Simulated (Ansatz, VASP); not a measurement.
In3Sb: VASP beside Ansatz

File POSCAR:

```
In3Sb
1.0
    4.8369620000      0.0000000000      0.0000000000
    0.0000000000      4.8369620000      0.0000000000
    0.0000000000      0.0000000000      4.8369620000
In Sb
3 1
Direct
    0.5000000000      0.5000000000      0.0000000000
    0.5000000000      0.0000000000      0.5000000000
    0.0000000000      0.5000000000      0.5000000000
    0.0000000000      0.0000000000      0.0000000000
```

Contents of INCAR.step1:

```
ALGO = Normal
EDIFF = 1E-4
ENCUT = 520
GGA = PE
ISMEAR = 0
LASPH = T
LCHARG = F
LREAL = F
LWAVE = T
NBANDS = 30
NELM = 100
PREC = Accurate
SIGMA = 0.1
```

File INCAR.step2:

```
ALGO = Normal
EDIFF = 1E-7
ENCUT = 520
ISIF = 2
ISMEAR = 0
ISTART = 1
LASPH = T
LCHARG = F
LMIXTAU = T
LREAL = F
LWAVE = F
METAGGA = R2SCAN
NBANDS = 30
NELM = 100
PREC = Accurate
SIGMA = 0.1
```

Contents of KPOINTS:

```
k-points
0
Gamma
  4 4 4
```

Input for Ansatz:

```yaml
crystal:
  lattice:
    - [4.836962, 0.0, 0.0]
    - [0.0, 4.836962, 0.0]
    - [0.0, 0.0, 4.836962]
  atoms:
    - { symbol: In, position: [0.5, 0.5, 0.0] }
    - { symbol: In, position: [0.5, 0.0, 0.5] }
    - { symbol: In, position: [0.0, 0.5, 0.5] }
    - { symbol: Sb, position: [0.0, 0.0, 0.0] }
basis:
  ecutwfc: 500
kpoints:
  mp_grid: { grid: [4, 4, 4] }
hamiltonian:
  xc: r2scan
scf:
  occupations: { method: gaussian, width: 0.1 }
output:
  forces: true
  stress: true
  eigenvalues: true
```

Alike in both runs: task single point; functional r2SCAN; k mesh 4 × 4 × 4; occupations gaussian, width 0.1 eV; no spin polarisation.

```csv
,VASP,Ansatz
version,VASP 6.6.1,Ansatz 0.2.0
potentials or method,"VASP PAW PBE potentials, release 64 (In_d, Sb), cutoff 520 eV","scalar-relativistic, plane waves, PAW"
valence electrons in the cell,44,54
```

```csv
,VASP,Ansatz,Ansatz less VASP
gap on the k mesh at the Fermi level (eV),none,none,-
pressure (GPa),-1.9,-1.9,0.00
```

VASP's potentials were made for PBE, not for r2SCAN. A gap of «none» marks a metal or a gap that the smearing closes. The functional is the same, so the differences come from potentials, cutoffs and numerics. VASP's potentials hold 44 valence electrons a cell and Ansatz's 54, so a difference there can come from the potentials and not from the codes.

Spin-orbit coupling is off throughout.
